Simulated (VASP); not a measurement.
# Nb2O (antifluorite type) (Fm-3m) in VASP: further runs

The runs below take Nb2O (antifluorite type) through single point, with PBE.

All numbers are computed with VASP 6.6.1; they aren't measurements. Logs are shortened: lines on timing, memory, paths and dates and some standing lists are left out, and cuts for length are marked.

## 1. The cell of the first run

Symmetry: Fm-3m, No. 225, cubic system. The conventional cell has a = 5.460 Å, b = 5.460 Å, c = 5.460 Å, α = 90.00°, β = 90.00°, γ = 90.00°. Nb (site symmetry -43m) has 4 O at 2.36 Å and 6 Nb at 2.73 Å within 3.1 Å. Within 3.1 Å of O (site symmetry m-3m) lie 8 Nb at 2.36 Å.

## 2. Single point, PBE

INCAR

```
  PREC = Accurate
  ENCUT = 520
  EDIFF = 1E-6
  ISMEAR = -1
  SIGMA = 0.06122561905347299
  LREAL = False
  LASPH = True
  NELM = 60
  ALGO = Normal
  ISIF = 2
  LWAVE = False
  LCHARG = False
  GGA = PE
  NBANDS = 23
```

KPOINTS

```
Automatic mesh
0
Gamma
  17 17 17
```

POSCAR

```
Nb2O
1.0
    0.0000000000      2.7299534971      2.7299534971
    2.7299534971      0.0000000000      2.7299534971
    2.7299534971      2.7299534971      0.0000000000
Nb O
2 1
Direct
    0.2500000000      0.2500000000      0.2500000000
    0.7500000000      0.7500000000      0.7500000000
    0.0000000000      0.0000000000      0.0000000000
```

Potentials or basis: VASP PAW PBE potentials, release 64 (Nb_sv, O).

Launch:

```bash
> cat potpaw_PBE.64/Nb_sv/POTCAR potpaw_PBE.64/O/POTCAR > POTCAR
> mpirun -np 1 vasp_std > vasp.out
```

OUTCAR:

```text
PREC = Accurate
   ENCUT = 520
   EDIFF = 1E-6
   ISMEAR = -1
   LREAL = False
   LASPH = True
   NELM = 60
   ISIF = 2
   GGA = PE

 ion  position               nearest neighbor table
   1  0.250  0.250  0.250-   3 2.36   3 2.36   3 2.36   3 2.36   2 2.73   2 2.73   2 2.73   2 2.73
                             2 2.73   2 2.73
   2  0.750  0.750  0.750-   3 2.36   3 2.36   3 2.36   3 2.36   1 2.73   1 2.73   1 2.73   1 2.73
                             1 2.73   1 2.73
   3  0.000  0.000  0.000-   2 2.36   2 2.36   2 2.36   1 2.36   1 2.36   1 2.36   2 2.36   1 2.36

  LATTYP: Found a face centered cubic cell.
 ALAT       =     5.4599069942

  Lattice vectors:

 A1 = (   0.0000000000,   2.7299534971,   2.7299534971)
 A2 = (   2.7299534971,   0.0000000000,   2.7299534971)
 A3 = (   2.7299534971,   2.7299534971,   0.0000000000)

Analysis of symmetry for initial positions (statically):
=====================================================================
 Subroutine PRICEL returns:
 Original cell was already a primitive cell.

 Routine SETGRP: Setting up the symmetry group for a
 face centered cubic supercell.

 Subroutine GETGRP returns: Found 48 space group operations
 (whereof 48 operations were pure point group operations)
 out of a pool of 48 trial point group operations.

The static configuration has the point symmetry O_h .

Analysis of symmetry for dynamics (positions and initial velocities):
=====================================================================
 Subroutine PRICEL returns:
 Original cell was already a primitive cell.

 Routine SETGRP: Setting up the symmetry group for a
 face centered cubic supercell.

 Subroutine GETGRP returns: Found 48 space group operations
 (whereof 48 operations were pure point group operations)
 out of a pool of 48 trial point group operations.

The dynamic configuration has the point symmetry O_h .

 Subroutine INISYM returns: Found 48 space group operations
 (whereof 48 operations are pure point group operations),
 and found     1 'primitive' translations

----------------------------------------------------------------------------------------

                                     Primitive cell

  volume of cell :      40.6908

  direct lattice vectors                    reciprocal lattice vectors
     0.000000000  2.729953497  2.729953497    -0.183153303  0.183153303  0.183153303
     2.729953497  0.000000000  2.729953497     0.183153303 -0.183153303  0.183153303
     2.729953497  2.729953497  0.000000000     0.183153303  0.183153303 -0.183153303

  length of vectors
     3.860737260  3.860737260  3.860737260     0.317230826  0.317230826  0.317230826

  position of ions in fractional coordinates (direct lattice)
     0.250000000  0.250000000  0.250000000
     0.750000000  0.750000000  0.750000000
     0.000000000  0.000000000  0.000000000

  ion indices of the primitive-cell ions
   primitive index   ion index
                 1           1
                 2           2
                 3           3

----------------------------------------------------------------------------------------

 KPOINTS: Automatic mesh

Automatic generation of k-mesh.
 Grid dimensions read from file:
 generate k-points for:   17   17   17

 Generating k-lattice:

  Cartesian coordinates                     Fractional coordinates (reciprocal lattice)
    -0.010773724  0.010773724  0.010773724     0.058823529  0.000000000  0.000000000
     0.010773724 -0.010773724  0.010773724     0.000000000  0.058823529  0.000000000
     0.010773724  0.010773724 -0.010773724     0.000000000  0.000000000  0.058823529

  Length of vectors
     0.018660637  0.018660637  0.018660637

  Shift w.r.t. Gamma in fractional coordinates (k-lattice)
     0.000000000  0.000000000  0.000000000

 Subroutine IBZKPT returns following result:
 ===========================================

 Found    165 irreducible k-points:

 Following reciprocal coordinates:
            Coordinates               Weight
  0.000000  0.000000  0.000000      1.000000
  0.058824  0.000000  0.000000      8.000000
  0.117647  0.000000  0.000000      8.000000
  0.176471  0.000000  0.000000      8.000000
  0.235294  0.000000  0.000000      8.000000
  0.294118  0.000000  0.000000      8.000000
[... 16 lines left out ...]
 -0.176471  0.058824  0.000000     24.000000
 -0.117647  0.058824  0.000000     24.000000
 [... further k-points ...]
   k-points           NKPTS =    165   k-points in BZ     NKDIM =    165   number of bands    NBANDS=     23
   number of dos      NEDOS =    301   number of ions     NIONS =      3
   total plane-waves  NPLWV =  27000
   dimension x,y,z NGX =    30 NGY =   30 NGZ =   30
   dimension x,y,z NGXF=    60 NGYF=   60 NGZF=   60
   ions per type =               2   1
   NGX,Y,Z   is equivalent  to a cutoff of  12.92, 12.92, 12.92 a.u.
   NGXF,Y,Z  is equivalent  to a cutoff of  25.84, 25.84, 25.84 a.u.
 SYSTEM =  unknown system
   PREC   = accura    normal or accurate (medium, high low for compatibility)
   ISTART =      0    job   : 0-new  1-cont  2-samecut
   ICHARG =      2    charge: 1-file 2-atom 10-const
   ISPIN  =      1    spin polarized calculation?
   LNONCOLLINEAR =      F non collinear calculations
   LSORBIT =      F    spin-orbit coupling
   LASPH  =      T    aspherical Exc in radial PAW
   ENCUT  =  520.0 eV  38.22 Ry    6.18 a.u.   7.18  7.18  7.18*2*pi/ulx,y,z
   NELM   =     60;   NELMIN=  2; NELMDL= -5     # of ELM steps
   EDIFF  = 0.1E-05   stopping-criterion for ELM
   LREAL  =      F    real-space projection
   EDIFFG = 0.1E-04   stopping-criterion for IOM
   NSW    =      0    number of steps for IOM
   IBRION =     -1    ionic relax: 0-MD 1-quasi-New 2-CG
   NFREE  =      0    steps in history (QN), initial steepest desc. (CG)
   ISIF   =      2    stress and relaxation
   ISYM   =      2    0-nonsym 1-usesym 2-fastsym
   POTIM  = 0.5000    time-step for ionic-motion
   TEBEG  =    0.0;   TEEND  =   0.0 temperature during run
   PSTRESS=    0.0 pullay stress
   NELECT =      32.0000    total number of electrons
   NUPDOWN=      -1.0000    fix difference up-down
   EMIN   =  10.00;   EMAX   =-10.00  energy-range for DOS
   EFERMI =   0.00;   METHOD = LEGACY
   ISMEAR =    -1;   SIGMA  =   0.06  broadening in eV -4-tet -1-fermi 0-gaus
   EFERMI_NEDOS =   21; number of points for ismear=-14 and -15
   IALGO  =     38    algorithm
   IMIX   =      4    mixing-type and parameters
     AMIX     =   0.40;   BMIX     =  1.00
     AMIX_MAG =   1.60;   BMIX_MAG =  1.00
  volume/ion in A,a.u.               =      13.56        91.53
  Fermi-wavevector in a.u.,A,eV,Ry     =   1.511099  2.855563 31.067816  2.283420
  Thomas-Fermi vector in A             =   2.621201
   LORBIT       =      0    0 simple, 1 ext, 2 COOP (PROOUT), +10 PAW based schemes
   GGA     = PE    functional components
   LHFCALC =     F    Hartree Fock is set to
   AEXX    =    0.0000 exact exchange contribution
   IVDW    =     0    specifies the selected vdW correction
   LEPSILON=     F    determine dielectric tensor
   LRPA    =     F    only Hartree local field effects (RPA)
 non-spin polarized calculation
  energy-cutoff  :      520.00
  volume of cell :       40.69
 maximum number of plane-waves:      1113
 NGX is ok and might be reduce to    30
   NGX = 15   NGY = 15   NGZ = 15

 number of electron      31.9999997 magnetization

 Free energy of the ion-electron system (eV)
  ---------------------------------------------------
  ext. energy  EPLUGINS =         0.00000000
  ---------------------------------------------------
  free energy    TOTEN  =       -25.53662902 eV

  energy without entropy =      -25.49931858  energy(sigma->0) =      -25.51797380

 E-fermi :  12.5055     XC(G=0): -12.6885

 val. band max:       12.5035935067   @ k =   0.4118   0.4118   0.0000
 cond. band min:      12.5066152157   @ k =   0.4118   0.1765   0.0588
 fundamental gap:      0.0030217090
 Fermi energy:        12.5055128580

 k-point     1 :       0.0000    0.0000    0.0000
  band No.  band energies     occupation
      1     -43.2333      2.00000
      2     -42.6988      2.00000
      3     -19.6025      2.00000
      4     -19.6025      2.00000
      5     -19.6025      2.00000
      6     -18.5913      2.00000
[... 15 lines left out ...]
     22      18.7452      0.00000
     23      18.7452      0.00000

 k-point     2 :       0.0588    0.0000    0.0000
  band No.  band energies     occupation
      1     -43.2287      2.00000
      2     -42.7033      2.00000
      3     -19.5977      2.00000
      4     -19.5954      2.00000
      5     -19.5954      2.00000
      6     -18.6071      2.00000
[... 15 lines left out ...]
     22      18.4602      0.00000
     23      18.4602      0.00000

 k-point     3 :       0.1176    0.0000    0.0000
  band No.  band energies     occupation
      1     -43.2149      2.00000
      2     -42.7165      2.00000
      3     -19.5831      2.00000
      4     -19.5739      2.00000
      5     -19.5739      2.00000
      6     -18.6525      2.00000
[... 15 lines left out ...]
     22      17.7787      0.00000
     23      17.7787      0.00000

 k-point     4 :       0.1765    0.0000    0.0000
  band No.  band energies     occupation
      1     -43.1924      2.00000
      2     -42.7380      2.00000
      3     -19.5589      2.00000
      4     -19.5386      2.00000
      5     -19.5386      2.00000
      6     -18.7228      2.00000
[... 15 lines left out ...]
     22      16.9344      0.00000
     23      16.9344      0.00000

 k-point     5 :       0.2353    0.0000    0.0000
  band No.  band energies     occupation
      1     -43.1621      2.00000
      2     -42.7671      2.00000
      3     -19.5255      2.00000
      4     -19.4899      2.00000
      5     -19.4899      2.00000
      6     -18.8107      2.00000
[... 434 lines left out ...]
 k-point    22 :      -0.2353    0.0588    0.0000
  band No.  band energies     occupation
      1     -43.1474      2.00000
      2     -42.7812      2.00000
      3     -19.6039      2.00000
      4     -19.4333      2.00000
      5     -19.4032      2.00000
      6     -18.9068      2.00000
[... 15 lines left out ...]
     22      15.8188      0.00000
     23      16.3699      0.00000

 k-point    23 :      -0.1765    0.0588    0.0000
  band No.  band energies     occupation
      1     -43.1796      2.00000
      2     -42.7501      2.00000
      3     -19.6217      2.00000
      4     -19.4901      2.00000
      5     -19.4693      2.00000
      6     -18.8075      2.00000
[... 15 lines left out ...]
     22      16.2849      0.00000
     23      16.9866      0.00000

 k-point    24 :      -0.1176    0.0588    0.0000
  band No.  band energies     occupation
      1     -43.2045      2.00000
      2     -42.7264      2.00000
      3     -19.6263      2.00000
      4     -19.5367      2.00000
      5     -19.5241      2.00000
      6     -18.7199      2.00000
[... 15 lines left out ...]
     22      16.9641      0.00000
     23      17.7490      0.00000

 [... further k-points ...]

------------------------ aborting loop because EDIFF is reached ----------------------------------------

  FORCE on cell =-STRESS in cart. coord.  units (eV):
  Direction    XX          YY          ZZ          XY          YZ          ZX
  --------------------------------------------------------------------------------------
  -------------------------------------------------------------------------------------
  Total        2.8345238      2.8345238      2.8345238      0.0000000      0.0000000      0.0000000
  in kB      111.6079046    111.6079046    111.6079046      0.0000000      0.0000000      0.0000000
  external PRESSURE =     111.6079046 kB  Pullay stress =       0.0000000 kB

 VOLUME and BASIS-vectors are now :
 -----------------------------------------------------------------------------
  energy-cutoff  :      520.00
  volume of cell :       40.69
      direct lattice vectors                 reciprocal lattice vectors
     0.000000000  2.729953497  2.729953497    -0.183153303  0.183153303  0.183153303
     2.729953497  0.000000000  2.729953497     0.183153303 -0.183153303  0.183153303
     2.729953497  2.729953497  0.000000000     0.183153303  0.183153303 -0.183153303

 POSITION                                       TOTAL-FORCE (eV/Angst)
 -----------------------------------------------------------------------------------
      1.36498      1.36498      1.36498        -0.000000     -0.000000     -0.000000
      4.09493      4.09493      4.09493         0.000000      0.000000      0.000000
      0.00000      0.00000      0.00000        -0.000000      0.000000      0.000000
 -----------------------------------------------------------------------------------
    total drift:                               -0.000000     -0.000000      0.000000

  FREE ENERGIE OF THE ION-ELECTRON SYSTEM (eV)
  ---------------------------------------------------
  free  energy   TOTEN  =       -25.5366290208 eV

  energy  without entropy=      -25.4993185786  energy(sigma->0) =      -25.51797380
```

Wall time 2.6 min (1 thread of Intel Xeon Platinum 8375C at 2.90GHz (Ice Lake), shared host); peak memory 0.26 GiB.

Results:

```
Free energy            : -25.5366 eV
Pressure               : 11.2 GPa
Band gap on the k mesh : zero (band 16 reaches 13.06 eV, above the bottom of band 17 at 12.06 eV)
```

## 3. Single point, PBE

This run uses another cell than the first one, of 14.14 Å³/atom, 1.043 times its volume.

INCAR

```
PREC = Accurate
ENCUT = 520
EDIFF = 1E-6
ISMEAR = -1
SIGMA = 0.06122561905347299
LREAL = False
LASPH = True
NELM = 60
ALGO = Normal
ISIF = 2
LWAVE = False
LCHARG = True
GGA = PE
LELF = True
LVHAR = True
NBANDS = 23
```

KPOINTS is that of step 2.

POSCAR

```
Nb2O
1.0
    0.0000000000      2.7681396106      2.7681396106
    2.7681396106      0.0000000000      2.7681396106
    2.7681396106      2.7681396106      0.0000000000
Nb O
2 1
Direct
    0.2500000000      0.2500000000      0.2500000000
    0.7500000000      0.7500000000      0.7500000000
    0.0000000000      0.0000000000      0.0000000000
```

Potentials or basis: VASP PAW PBE potentials, release 64 (Nb_sv, O).

Launch:

```bash
> cat potpaw_PBE.64/Nb_sv/POTCAR potpaw_PBE.64/O/POTCAR > POTCAR
> mpirun -np 1 vasp_std > vasp.out
```

Run time: 2.9 min. Hardware: 1 thread of Intel Xeon Platinum 8375C at 2.90GHz (Ice Lake), shared host; peak memory 0.27 GiB.

The run converged. Its results:

```yaml
Free_energy: -25.6139 eV
Pressure: 3.0 GPa
Band_gap_on_the_k_mesh: zero (band 16 reaches 12.40 eV, above the bottom of band 17 at 11.46 eV)
```

Levels at points of the mesh, in eV from the Fermi level:
```tsv
k point	band 12	band 13	band 14	band 15	band 16	band 17	band 18	band 19	band 20	band 21
(0.00, 0.00, 0.00)	-7.95	-3.91	-3.91	-3.80	0.54	0.54	0.54	3.51	3.51	3.51
```

## 4. Single point, PBE

This run uses another cell than the first one, of 14.43 Å³/atom, 1.064 times its volume.

INCAR

```
PREC = Accurate
ENCUT = 520
EDIFF = 1E-6
ISMEAR = -1
SIGMA = 0.06122561905347299
LREAL = F
LASPH = T
NELM = 60
ALGO = Normal
ISIF = 2
LWAVE = F
LCHARG = F
GGA = PE
NBANDS = 23
```

KPOINTS

```
regular mesh
0
Gamma
  17 17 17
```

POSCAR

```
Nb2O
1.0
    0.0000000000      2.7868438240      2.7868438240
    2.7868438240      0.0000000000      2.7868438240
    2.7868438240      2.7868438240      0.0000000000
Nb O
2 1
Direct
    0.2500000000      0.2500000000      0.2500000000
    0.7500000000      0.7500000000      0.7500000000
    0.0000000000      0.0000000000      0.0000000000
```

Launch:

```bash
> cat potpaw_PBE.64/Nb_sv/POTCAR potpaw_PBE.64/O/POTCAR > POTCAR
> mpirun -np 1 vasp_std > vasp.out
```

Run time: 2.4 min. Hardware: 1 thread of Intel Xeon Platinum 8375C at 2.90GHz (Ice Lake), shared host; peak memory 0.27 GiB.

It converged, with:

```yaml
Free_energy: -25.6220 eV
Pressure: -0.4 GPa
Band_gap_on_the_k_mesh: zero (band 16 reaches 12.09 eV, above the bottom of band 17 at 11.18 eV)
```

Levels at points of the mesh, in eV from the Fermi level:
```tsv
k point	band 13	band 14	band 15	band 16	band 17	band 18	band 19	band 20
(0.00, 0.00, 0.00)	-3.81	-3.81	-3.80	0.53	0.53	0.53	3.42	3.42
```

(Part 1 of 2 ends here.)
